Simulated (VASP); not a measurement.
# Ru (Im-3m) in VASP: notebook

Ru is run at these levels: r2SCAN; tasks: single point.

Program: VASP 6.6.1. These are calculated values, not measurements. Logs are shortened: lines on timing, memory, paths and dates and some standing lists are left out, and cuts for length are marked.

### Step 1. The cell of the first run

The structure is cubic, space group Im-3m (No. 229). The conventional cell has a = 3.010 Å, b = 3.010 Å, c = 3.010 Å, α = 90.00°, β = 90.00°, γ = 90.00°. Within 3.4 Å of Ru (site symmetry m-3m) lie 14 Ru at 2.61 to 3.01 Å.

### Step 2. Single point, r2SCAN

POSCAR reads:

```
Ru
1.0
   -1.5050725061      1.5050725061      1.5050725061
    1.5050725061     -1.5050725061      1.5050725061
    1.5050725061      1.5050725061     -1.5050725061
Ru
1
Direct
    0.0000000000      0.0000000000      0.0000000000
```

INCAR.step1 reads:

```
SYSTEM = Ru
  PREC = Accurate
  ENCUT = 520
  ISMEAR = 0
  SIGMA = 0.05
  LREAL = .FALSE.
  LASPH = .TRUE.
  NELM = 100
  NBANDS = 13
  GGA = PE
  ALGO = Normal
  EDIFF = 1E-4
  LWAVE = .TRUE.
  LCHARG = .FALSE.
```

INCAR.step2 reads:

```
SYSTEM = Ru
  PREC = Accurate
  ENCUT = 520
  EDIFF = 1E-6
  ISMEAR = 0
  SIGMA = 0.05
  LREAL = .FALSE.
  LASPH = .TRUE.
  NELM = 100
  ALGO = Normal
  ISIF = 2
  LWAVE = .FALSE.
  LCHARG = .FALSE.
  METAGGA = R2SCAN
  LMIXTAU = .TRUE.
  NBANDS = 13
  ISTART = 1
```

KPOINTS reads:

```
Automatic mesh
0
G
  20 20 20
  0 0 0
```

Potentials or basis: VASP PAW PBE potentials, release 64 (Ru_pv).

Run with:

```sh
> cat potpaw_PBE.64/Ru_pv/POTCAR > POTCAR
> cp INCAR.step1 INCAR
> mpirun -np 1 vasp_std > vasp.out
> cp INCAR.step2 INCAR
> mpirun -np 1 vasp_std > vasp.out
```

OUTCAR:

```text
SYSTEM = Ru
   PREC = Accurate
   ENCUT = 520
   EDIFF = 1E-6
   ISMEAR = 0
   LREAL = .FALSE.
   LASPH = .TRUE.
   NELM = 100
   ISIF = 2
   METAGGA = R2SCAN
   ISTART = 1

 ion  position               nearest neighbor table
   1  0.000  0.000  0.000-

  LATTYP: Found a body centered cubic cell.
 ALAT       =     3.0101450122

  Lattice vectors:

 A1 = (  -1.5050725061,   1.5050725061,   1.5050725061)
 A2 = (   1.5050725061,  -1.5050725061,   1.5050725061)
 A3 = (   1.5050725061,   1.5050725061,  -1.5050725061)

Analysis of symmetry for initial positions (statically):
=====================================================================
 Subroutine PRICEL returns:
 Original cell was already a primitive cell.

 Routine SETGRP: Setting up the symmetry group for a
 body centered cubic supercell.

 Subroutine GETGRP returns: Found 48 space group operations
 (whereof 48 operations were pure point group operations)
 out of a pool of 48 trial point group operations.

The static configuration has the point symmetry O_h .

Analysis of symmetry for dynamics (positions and initial velocities):
=====================================================================
 Subroutine PRICEL returns:
 Original cell was already a primitive cell.

 Routine SETGRP: Setting up the symmetry group for a
 body centered cubic supercell.

 Subroutine GETGRP returns: Found 48 space group operations
 (whereof 48 operations were pure point group operations)
 out of a pool of 48 trial point group operations.

The dynamic configuration has the point symmetry O_h .

 Subroutine INISYM returns: Found 48 space group operations
 (whereof 48 operations are pure point group operations),
 and found     1 'primitive' translations

----------------------------------------------------------------------------------------

                                     Primitive cell

  volume of cell :      13.6374

  direct lattice vectors                    reciprocal lattice vectors
    -1.505072506  1.505072506  1.505072506     0.000000000  0.332209909  0.332209909
     1.505072506 -1.505072506  1.505072506     0.332209909  0.000000000  0.332209909
     1.505072506  1.505072506 -1.505072506     0.332209909  0.332209909  0.000000000

  length of vectors
     2.606862050  2.606862050  2.606862050     0.469815759  0.469815759  0.469815759

  position of ions in fractional coordinates (direct lattice)
     0.000000000  0.000000000  0.000000000

  ion indices of the primitive-cell ions
   primitive index   ion index
[... 75 lines left out ...]
   EDIFFG = 0.1E-04   stopping-criterion for IOM
   NSW    =      0    number of steps for IOM
   IBRION =     -1    ionic relax: 0-MD 1-quasi-New 2-CG
   NFREE  =      0    steps in history (QN), initial steepest desc. (CG)
   ISIF   =      2    stress and relaxation
   ISYM   =      2    0-nonsym 1-usesym 2-fastsym
   POTIM  = 0.5000    time-step for ionic-motion
   TEBEG  =    0.0;   TEEND  =   0.0 temperature during run
   PSTRESS=    0.0 pullay stress
   NELECT =      14.0000    total number of electrons
   NUPDOWN=      -1.0000    fix difference up-down
   EMIN   =  10.00;   EMAX   =-10.00  energy-range for DOS
   EFERMI =   0.00;   METHOD = LEGACY
   ISMEAR =     0;   SIGMA  =   0.05  broadening in eV -4-tet -1-fermi 0-gaus
   EFERMI_NEDOS =   21; number of points for ismear=-14 and -15
   IALGO  =     38    algorithm
   IMIX   =      4    mixing-type and parameters
     AMIX     =   0.40;   BMIX     =  1.00
     AMIX_MAG =   1.60;   BMIX_MAG =  1.00
  volume/ion in A,a.u.               =      13.64        92.03
  Fermi-wavevector in a.u.,A,eV,Ry     =   1.651480  3.120845 37.108360  2.727388
  Thomas-Fermi vector in A             =   2.740253
   LORBIT       =      0    0 simple, 1 ext, 2 COOP (PROOUT), +10 PAW based schemes
   METAGGA = R2SCAN    functional components
   LHFCALC =     F    Hartree Fock is set to
   AEXX    =    0.0000 exact exchange contribution
   IVDW    =     0    specifies the selected vdW correction
   LEPSILON=     F    determine dielectric tensor
   LRPA    =     F    only Hartree local field effects (RPA)
 non-spin polarized calculation
 Gauss-broadening in eV      SIGMA  =   0.05
  energy-cutoff  :      520.00
  volume of cell :       13.64
 maximum number of plane-waves:       378
   NGX =  9   NGY =  9   NGZ =  9

 number of electron      13.9999994 magnetization

 Free energy of the ion-electron system (eV)
  ---------------------------------------------------
  ext. energy  EPLUGINS =         0.00000000
  ---------------------------------------------------
  free energy    TOTEN  =       -24.76512341 eV

  energy without entropy =      -24.76273011  energy(sigma->0) =      -24.76392676

 E-fermi :  12.8235     XC(G=0): -15.3581

 val. band max:       12.8226724385   @ k =   0.4000   0.0500   0.0000
 cond. band min:      12.8317244993   @ k =   0.2000   0.2000   0.1000
 fundamental gap:      0.0090520608
 Fermi energy:        12.8235197982

 k-point     1 :       0.0000    0.0000    0.0000
  band No.  band energies     occupation
      1     -31.1185      2.00000
      2     -31.1185      2.00000
      3     -31.1185      2.00000
      4       4.3220      2.00000
      5       9.7596      2.00000
      6       9.7596      2.00000
      7       9.7596      2.00000
      8      12.7512      1.95926
      9      12.7512      1.95926
     10      21.2653      0.00000
     11      30.8046      0.00000
     12      30.8046      0.00000
     13      30.8046      0.00000
[... 354 lines left out ...]
  band No.  band energies     occupation
      1     -31.8951      2.00000
      2     -31.3765      2.00000
      3     -31.1621      2.00000
      4       6.8663      2.00000
      5       8.5059      2.00000
      6       9.9100      2.00000
      7      12.1663      2.00000
      8      13.1524      0.00000
      9      13.7182      0.00000
     10      21.2653      0.00000
     11      28.6909      0.00000
     12      29.5150      0.00000
     13      34.8380      0.00000

 [... further k-points ...]
[... 5 lines left out ...]
  --------------------------------------------------------------------------------------
  -------------------------------------------------------------------------------------
  Total        0.7100616      0.7100616      0.7100616     -0.0000000     -0.0000000      0.0000000
  in kB       83.4207979     83.4207979     83.4207979     -0.0000000     -0.0000000      0.0000000
  external PRESSURE =      83.4207979 kB  Pullay stress =       0.0000000 kB

 VOLUME and BASIS-vectors are now :
 -----------------------------------------------------------------------------
  energy-cutoff  :      520.00
  volume of cell :       13.64
      direct lattice vectors                 reciprocal lattice vectors
    -1.505072506  1.505072506  1.505072506     0.000000000  0.332209909  0.332209909
     1.505072506 -1.505072506  1.505072506     0.332209909  0.000000000  0.332209909
     1.505072506  1.505072506 -1.505072506     0.332209909  0.332209909  0.000000000

 POSITION                                       TOTAL-FORCE (eV/Angst)
 -----------------------------------------------------------------------------------
      0.00000      0.00000      0.00000         0.000000      0.000000     -0.000000
 -----------------------------------------------------------------------------------
    total drift:                                0.000000     -0.000000      0.000000

  FREE ENERGIE OF THE ION-ELECTRON SYSTEM (eV)
  ---------------------------------------------------
  free  energy   TOTEN  =       -24.7651234091 eV

  energy  without entropy=      -24.7627301102  energy(sigma->0) =      -24.76392676
```

It took 56 s on 1 thread of Intel Xeon 6975P-C (Granite Rapids), shared host; peak memory 0.16 GiB.

What came out:

```yaml
Free_energy: -24.7651 eV
Pressure: 8.3 GPa
Band_gap_on_the_k_mesh: zero (band 7 reaches 14.73 eV, above the bottom of band 8 at 10.94 eV)
```

Levels at points of the mesh, in eV from the Fermi level:
```
           k point  band 5  band 6  band 7  band 8  band 9  band 10
(0.00, 0.00, 0.00)   -3.06   -3.06   -3.06   -0.07   -0.07     8.44
(0.50, 0.00, 0.00)   -4.96   -0.10    0.44    1.24    2.57     8.44
(0.50, 0.50, 0.50)   -6.78    1.91    1.91    1.91    8.44     9.95
```

Caveat: the PAW data sets were made with another functional, which shifts forces and pressure a little.

### Step 3. Single point, r2SCAN

This run uses another cell than the first one, of 13.93 Å³/atom, 1.021 times its volume.

POSCAR reads:

```
Ru
1.0
   -1.5157467950      1.5157467950      1.5157467950
    1.5157467950     -1.5157467950      1.5157467950
    1.5157467950      1.5157467950     -1.5157467950
Ru
1
Direct
    0.0000000000      0.0000000000      0.0000000000
```

INCAR.step1 reads:

```
  PREC = Accurate
  ENCUT = 520
  ISMEAR = 0
  SIGMA = 0.05
  LREAL = False
  LASPH = True
  NELM = 80
  NBANDS = 13
  GGA = PE
  ALGO = Normal
  EDIFF = 1E-4
  LWAVE = True
  LCHARG = False
```

INCAR.step2 reads:

```
  PREC = Accurate
  ENCUT = 520
  EDIFF = 1E-7
  ISMEAR = 0
  SIGMA = 0.05
  LREAL = False
  LASPH = True
  NELM = 80
  ALGO = Normal
  ISIF = 2
  LWAVE = False
  LCHARG = False
  METAGGA = R2SCAN
  LMIXTAU = True
  NBANDS = 13
  ISTART = 1
```

KPOINTS reads:

```
Automatic mesh
0
Gamma
  20 20 20
```

Potentials or basis: VASP PAW PBE potentials, release 64 (Ru_pv).

Run with:

```sh
> cat potpaw_PBE.64/Ru_pv/POTCAR > POTCAR
> cp INCAR.step1 INCAR
> mpirun -np 1 vasp_std > vasp.out
> cp INCAR.step2 INCAR
> mpirun -np 1 vasp_std > vasp.out
```

Run time: 66 s. Hardware: 1 thread of Intel Xeon 6975P-C (Granite Rapids), shared host; peak memory 0.15 GiB.

It converged, with:

```yaml
Free_energy: -24.7740 eV
Pressure: 1.4 GPa
Band_gap_on_the_k_mesh: zero (band 7 reaches 14.28 eV, above the bottom of band 8 at 10.63 eV)
```

Levels at points of the mesh, in eV from the Fermi level:
| k point | band 4 | band 5 | band 6 | band 7 | band 8 | band 9 | band 10 | band 11 |
| --- | --- | --- | --- | --- | --- | --- | --- | --- |
| (0.00, 0.00, 0.00) | -8.37 | -2.97 | -2.97 | -2.97 | -0.06 | -0.06 | 8.44 | 17.96 |
| (0.50, 0.00, 0.00) | -6.49 | -4.81 | -0.10 | 0.42 | 1.21 | 2.48 | 8.44 | 10.75 |
| (0.50, 0.50, 0.50) | -6.56 | -6.56 | 1.84 | 1.84 | 1.84 | 8.44 | 9.81 | 9.81 |

Caveat: the PAW data sets were made with another functional, which shifts forces and pressure a little.

[end of part 1 of 2]
